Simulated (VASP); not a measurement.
# CoSi in VASP: single point with PBE

Aim: the single point of CoSi with PBE.

All numbers are computed with VASP 6.6.1; they aren't measurements. Logs are shortened: lines on timing, memory, paths and dates and some standing lists are left out, and cuts for length are marked.

## 1. The cell of the first run

The cell holds a slab with vacuum, 24 atoms: a = 4.430 Å, b = 4.430 Å, c = 27.006 Å, α = 90.00°, β = 90.00°, γ = 90.00°.

## 2. Single point, PBE

The input, INCAR:

```
PREC = Accurate
ENCUT = 520
EDIFF = 1E-6
ISMEAR = 0
SIGMA = 0.1
LREAL = Auto
LASPH = T
NELM = 80
ALGO = Fast
ISIF = 2
LWAVE = F
LCHARG = T
LDIPOL = T
IDIPOL = 3
DIPOL = 0.5 0.5 0.500
GGA = PE
LELF = T
LVHAR = T
LVACPOTAV = T
NBANDS = 96
```

The input, KPOINTS:

```
regular mesh
0
Gamma
  8 8 1
```

The input, POSCAR:

```
CoSi
1.0
    4.4303090966      0.0000000000      0.0000000000
    0.0000000000      4.4303090966      0.0000000000
    0.0000000000      0.0000000000     27.0058545636
Co Si
12 12
Direct
    0.6450319490      0.1450319490      0.2777175587
    0.3549680510      0.6450319490      0.3121575658
    0.8549680510      0.8549680510      0.3597425338
    0.1450319490      0.3549680510      0.3941825409
    0.6450319490      0.1450319490      0.4417675089
    0.3549680510      0.6450319490      0.4762075160
    0.8549680510      0.8549680510      0.5237924840
    0.1450319490      0.3549680510      0.5582324911
    0.6450319490      0.1450319490      0.6058174591
    0.3549680510      0.6450319490      0.6402574662
    0.8549680510      0.8549680510      0.6878424342
    0.1450319490      0.3549680510      0.7222824413
    0.8431817518      0.6568182482      0.2796511005
    0.1568182482      0.1568182482      0.3102240240
    0.6568182482      0.3431817518      0.3616760756
    0.3431817518      0.8431817518      0.3922489991
    0.8431817518      0.6568182482      0.4437010507
    0.1568182482      0.1568182482      0.4742739742
    0.6568182482      0.3431817518      0.5257260258
    0.3431817518      0.8431817518      0.5562989493
    0.8431817518      0.6568182482      0.6077510009
    0.1568182482      0.1568182482      0.6383239244
    0.6568182482      0.3431817518      0.6897759760
    0.3431817518      0.8431817518      0.7203488995
```

Potentials or basis: VASP PAW PBE potentials, release 64 (Co, Si).

The run is started by

```console
$ cat potpaw_PBE.64/Co/POTCAR potpaw_PBE.64/Si/POTCAR > POTCAR
$ mpirun -np 1 vasp_std > vasp.out
```

OUTCAR:

```text
PREC = Accurate
   ENCUT = 520
   EDIFF = 1E-6
   ISMEAR = 0
   LREAL = Auto
   LASPH = T
   NELM = 80
   ISIF = 2
   GGA = PE

 ion  position               nearest neighbor table
   1  0.645  0.145  0.278-  13 2.33  14 2.33  15 2.43  13 2.43  14 2.43   3 2.72   2 2.72   2 2.72

   2  0.355  0.645  0.312-  15 2.32  16 2.33  14 2.33  13 2.33  14 2.43  13 2.43   3 2.72   3 2.72
                             4 2.72   1 2.72   1 2.72
   3  0.855  0.855  0.360-  14 2.32  13 2.33  15 2.33  16 2.33  17 2.43  15 2.43  16 2.43   2 2.72
                             2 2.72   5 2.72   1 2.72   4 2.72   4 2.72
   4  0.145  0.355  0.394-  17 2.32  18 2.33  16 2.33  15 2.33  14 2.43  16 2.43  15 2.43   5 2.72
                             5 2.72   2 2.72   6 2.72   3 2.72   3 2.72
   5  0.645  0.145  0.442-  16 2.32  15 2.33  17 2.33  18 2.33  19 2.43  17 2.43  18 2.43   4 2.72
                             4 2.72   3 2.72   7 2.72   6 2.72   6 2.72
   6  0.355  0.645  0.476-  19 2.32  20 2.33  18 2.33  17 2.33  16 2.43  18 2.43  17 2.43   7 2.72
                             7 2.72   8 2.72   4 2.72   5 2.72   5 2.72
   7  0.855  0.855  0.524-  18 2.32  17 2.33  19 2.33  20 2.33  21 2.43  19 2.43  20 2.43   6 2.72
                             6 2.72   5 2.72   9 2.72   8 2.72   8 2.72
   8  0.145  0.355  0.558-  21 2.32  22 2.33  20 2.33  19 2.33  18 2.43  20 2.43  19 2.43   9 2.72
                             9 2.72  10 2.72   6 2.72   7 2.72   7 2.72
   9  0.645  0.145  0.606-  20 2.32  19 2.33  21 2.33  22 2.33  23 2.43  21 2.43  22 2.43   8 2.72
[... 16 lines left out ...]
                            16 2.74  15 2.74  19 2.74  18 2.74  18 2.74
  18  0.157  0.157  0.474-   7 2.32   4 2.33   6 2.33   5 2.33   8 2.43   6 2.43   5 2.43  19 2.74
                            19 2.74  20 2.74  16 2.74  17 2.74  17 2.74
  19  0.657  0.343  0.526-   6 2.32   9 2.33   7 2.33   8 2.33   5 2.43   7 2.43   8 2.43  18 2.74
                            18 2.74  17 2.74  21 2.74  20 2.74  20 2.74
  20  0.343  0.843  0.556-   9 2.32   6 2.33   8 2.33   7 2.33  10 2.43   8 2.43   7 2.43  21 2.74
                            21 2.74  22 2.74  18 2.74  19 2.74  19 2.74
  21  0.843  0.657  0.608-   8 2.32  11 2.33   9 2.33  10 2.33   7 2.43   9 2.43  10 2.43  20 2.74
                            20 2.74  23 2.74  19 2.74  22 2.74  22 2.74
  22  0.157  0.157  0.638-  11 2.32   8 2.33  10 2.33   9 2.33  12 2.43  10 2.43   9 2.43  23 2.74
                            23 2.74  20 2.74  24 2.74  21 2.74  21 2.74
  23  0.657  0.343  0.690-  10 2.32  11 2.33  12 2.33   9 2.43  11 2.43  12 2.43  22 2.74  22 2.74
                            21 2.74  24 2.74  24 2.74
  24  0.343  0.843  0.720-  10 2.33  12 2.33  11 2.33  12 2.43  11 2.43  22 2.74  23 2.74  23 2.74

  LATTYP: Found a simple tetragonal cell.
 ALAT       =     4.4303090966
 C/A-ratio  =     6.0957043797

  Lattice vectors:

 A1 = (   4.4303090966,   0.0000000000,   0.0000000000)
 A2 = (   0.0000000000,   4.4303090966,   0.0000000000)
 A3 = (   0.0000000000,   0.0000000000,  27.0058545636)

Analysis of symmetry for initial positions (statically):
=====================================================================
 Subroutine PRICEL returns:
 Original cell was already a primitive cell.

 Routine SETGRP: Setting up the symmetry group for a
 simple tetragonal supercell.

 Subroutine GETGRP returns: Found  2 space group operations
 (whereof  1 operations were pure point group operations)
 out of a pool of 16 trial point group operations.

The static configuration has the point symmetry C_1 .
 The point group associated with its full space group is C_2 .

Analysis of symmetry for dynamics (positions and initial velocities):
=====================================================================
 Subroutine PRICEL returns:
 Original cell was already a primitive cell.

 Routine SETGRP: Setting up the symmetry group for a
 simple tetragonal supercell.

 Subroutine GETGRP returns: Found  2 space group operations
 (whereof  1 operations were pure point group operations)
 out of a pool of 16 trial point group operations.

The dynamic configuration has the point symmetry C_1 .
 The point group associated with its full space group is C_2 .

 Subroutine INISYM returns: Found  2 space group operations
 (whereof  1 operations are pure point group operations),
 and found     1 'primitive' translations

----------------------------------------------------------------------------------------

                                     Primitive cell

  volume of cell :     530.0612

  direct lattice vectors                    reciprocal lattice vectors
     4.430309097  0.000000000  0.000000000     0.225717885  0.000000000  0.000000000
[... 75 lines left out ...]
     0.028214736  0.028214736  0.037029008

  Shift w.r.t. Gamma in fractional coordinates (k-lattice)
     0.000000000  0.000000000  0.000000000

 Subroutine IBZKPT returns following result:
 ===========================================

 Found     25 irreducible k-points:

 Following reciprocal coordinates:
            Coordinates               Weight
  0.000000  0.000000  0.000000      1.000000
  0.125000  0.000000  0.000000      2.000000
  0.000000  0.125000  0.000000      2.000000
  0.250000  0.000000  0.000000      2.000000
  0.000000  0.250000  0.000000      2.000000
  0.375000  0.000000  0.000000      2.000000
[... 16 lines left out ...]
  0.500000  0.375000  0.000000      2.000000
 -0.375000  0.500000  0.000000      2.000000
   k-points           NKPTS =     25   k-points in BZ     NKDIM =     25   number of bands    NBANDS=     96
   number of dos      NEDOS =    301   number of ions     NIONS =     24
   total plane-waves  NPLWV = 272160
   dimension x,y,z NGX =    36 NGY =   36 NGZ =  210
   dimension x,y,z NGXF=    72 NGYF=   72 NGZF=  420
   ions per type =              12  12
   NGX,Y,Z   is equivalent  to a cutoff of  13.51, 13.51, 12.93 a.u.
   NGXF,Y,Z  is equivalent  to a cutoff of  27.02, 27.02, 25.85 a.u.
 SYSTEM =  unknown system
   PREC   = accura    normal or accurate (medium, high low for compatibility)
   ISTART =      0    job   : 0-new  1-cont  2-samecut
   ICHARG =      2    charge: 1-file 2-atom 10-const
   ISPIN  =      1    spin polarized calculation?
   LNONCOLLINEAR =      F non collinear calculations
   LSORBIT =      F    spin-orbit coupling
   LASPH  =      T    aspherical Exc in radial PAW
   ENCUT  =  520.0 eV  38.22 Ry    6.18 a.u.   8.24  8.24 50.21*2*pi/ulx,y,z
   NELM   =     80;   NELMIN=  2; NELMDL= -5     # of ELM steps
   EDIFF  = 0.1E-05   stopping-criterion for ELM
   LREAL  =      T    real-space projection
   EDIFFG = 0.1E-04   stopping-criterion for IOM
   NSW    =      0    number of steps for IOM
   IBRION =     -1    ionic relax: 0-MD 1-quasi-New 2-CG
   NFREE  =      0    steps in history (QN), initial steepest desc. (CG)
   ISIF   =      2    stress and relaxation
   ISYM   =      2    0-nonsym 1-usesym 2-fastsym
   POTIM  = 0.5000    time-step for ionic-motion
   TEBEG  =    0.0;   TEEND  =   0.0 temperature during run
   PSTRESS=    0.0 pullay stress
   NELECT =     156.0000    total number of electrons
   NUPDOWN=      -1.0000    fix difference up-down
   EMIN   =  10.00;   EMAX   =-10.00  energy-range for DOS
   EFERMI =   0.00;   METHOD = LEGACY
   ISMEAR =     0;   SIGMA  =   0.10  broadening in eV -4-tet -1-fermi 0-gaus
   EFERMI_NEDOS =   21; number of points for ismear=-14 and -15
   IALGO  =     68    algorithm
   IMIX   =      4    mixing-type and parameters
     AMIX     =   0.40;   BMIX     =  1.00
     AMIX_MAG =   1.60;   BMIX_MAG =  1.00
  volume/ion in A,a.u.               =      22.09       149.04
  Fermi-wavevector in a.u.,A,eV,Ry     =   1.088949  2.057816 16.133936  1.185811
  Thomas-Fermi vector in A             =   2.225142
   LORBIT       =      0    0 simple, 1 ext, 2 COOP (PROOUT), +10 PAW based schemes
   GGA     = PE    functional components
   LHFCALC =     F    Hartree Fock is set to
   AEXX    =    0.0000 exact exchange contribution
   IVDW    =     0    specifies the selected vdW correction
   LEPSILON=     F    determine dielectric tensor
   LRPA    =     F    only Hartree local field effects (RPA)
 non-spin polarized calculation
 RMM-DIIS sequential band-by-band and
 Gauss-broadening in eV      SIGMA  =   0.10
  energy-cutoff  :      520.00
  volume of cell :      530.06
 maximum number of plane-waves:     14316
 NGX is ok and might be reduce to    36
   NGX = 17   NGY = 17   NGZ =101

 number of electron     156.0000013 magnetization

 dipolmoment           0.000000      0.000000      0.000000 electrons x Angstroem

 Free energy of the ion-electron system (eV)
  ---------------------------------------------------
  ext. energy  EPLUGINS =         0.00000000
  ---------------------------------------------------
  free energy    TOTEN  =      -159.18610411 eV

  energy without entropy =     -159.13921597  energy(sigma->0) =     -159.16266004

 E-fermi :   3.6972     XC(G=0):  -7.1247

 val. band max:        3.6943418389   @ k =   0.5000   0.1250   0.0000
 cond. band min:       3.7291248114   @ k =   0.3750   0.3750   0.0000
 fundamental gap:      0.0347829725
 Fermi energy:         3.6971596385

 k-point     1 :       0.0000    0.0000    0.0000
  band No.  band energies     occupation
      1      -9.8197      2.00000
      2      -9.2125      2.00000
      3      -8.2916      2.00000
      4      -7.1451      2.00000
      5      -5.8952      2.00000
      6      -4.7729      2.00000
[... 2221 lines left out ...]
     89       6.3138      0.00000
     90       6.4369      0.00000

 [... further k-points ...]

 [bands above 90 left out]

------------------------ aborting loop because EDIFF is reached ----------------------------------------

  FORCE on cell =-STRESS in cart. coord.  units (eV):
  Direction    XX          YY          ZZ          XY          YZ          ZX
  --------------------------------------------------------------------------------------
  -------------------------------------------------------------------------------------
  Total       -8.9241410     -9.1020818     -2.8827537      0.0000000      0.6720220      0.0000000
  in kB      -26.9743524    -27.5122012     -8.7134901      0.0000000      2.0312719      0.0000000
  external PRESSURE =     -21.0666812 kB  Pullay stress =       0.0000000 kB

 VOLUME and BASIS-vectors are now :
 -----------------------------------------------------------------------------
  energy-cutoff  :      520.00
  volume of cell :      530.06
      direct lattice vectors                 reciprocal lattice vectors
     4.430309097  0.000000000  0.000000000     0.225717885  0.000000000  0.000000000
     0.000000000  4.430309097  0.000000000     0.000000000  0.225717885  0.000000000
     0.000000000  0.000000000 27.005854564     0.000000000  0.000000000  0.037029008

 POSITION                                       TOTAL-FORCE (eV/Angst)
 -----------------------------------------------------------------------------------
      2.85769      0.64254      7.50000         0.563968      0.290088      1.087781
      1.57262      2.85769      8.43008        -0.399871      0.057973      0.185963
      3.78777      3.78777      9.71515        -0.065100     -0.068541      0.338019
      0.64254      1.57262     10.64524        -0.070419      0.016736     -0.008547
      2.85769      0.64254     11.93031         0.021223      0.045387      0.081859
      1.57262      2.85769     12.86039        -0.003457     -0.000812     -0.047499
[... 16 lines left out ...]
      2.90991      1.52040     18.62799         0.101091     -0.078636      0.972251
      1.52040      3.73556     19.45364        -0.165569      0.483805      0.039314
 -----------------------------------------------------------------------------------
    total drift:                               -0.002028      0.000000      0.000000

  FREE ENERGIE OF THE ION-ELECTRON SYSTEM (eV)
  ---------------------------------------------------
  free  energy   TOTEN  =      -159.1861041074 eV

  energy  without entropy=     -159.1392159736  energy(sigma->0) =     -159.16266004

 vacuum level on the upper side and lower side of the slab         8.210         8.210
```

Run time: 1.5 h. Hardware: 1 thread of Oxide Virtual Turin-like, shared host; peak memory 1.1 GiB.

Results:

```yaml
Free_energy: -159.1861 eV
Largest_force: 1.259 eV/Å
Band_gap_on_the_k_mesh: zero (bands 78 and 79 overlap by 0.27 eV)
```

Forces on the atoms (eV/Å):
```
Co   0.564  0.290  1.088
Co  -0.400  0.058  0.186
Co  -0.065 -0.069  0.338
Co  -0.070  0.017 -0.009
Co   0.021  0.045  0.082
Co  -0.003 -0.001 -0.047
Co  -0.003  0.001  0.047
Co   0.021 -0.045 -0.082
Co  -0.070 -0.017  0.009
Co  -0.065  0.069 -0.338
Co  -0.400 -0.058 -0.186
Co   0.564 -0.290 -1.088
Si  -0.166 -0.484 -0.039
Si   0.101  0.079 -0.972
Si   0.004  0.049 -0.448
Si   0.026  0.011 -0.183
Si  -0.013  0.027  0.000
Si   0.001 -0.009  0.011
Si   0.001  0.009 -0.011
Si  -0.013 -0.027  0.000
Si   0.026 -0.011  0.183
Si   0.004 -0.049  0.448
Si   0.101 -0.079  0.972
Si  -0.166  0.484  0.039
```

The gap in the log of VASP goes by the Fermi energy; the results here count the filled bands.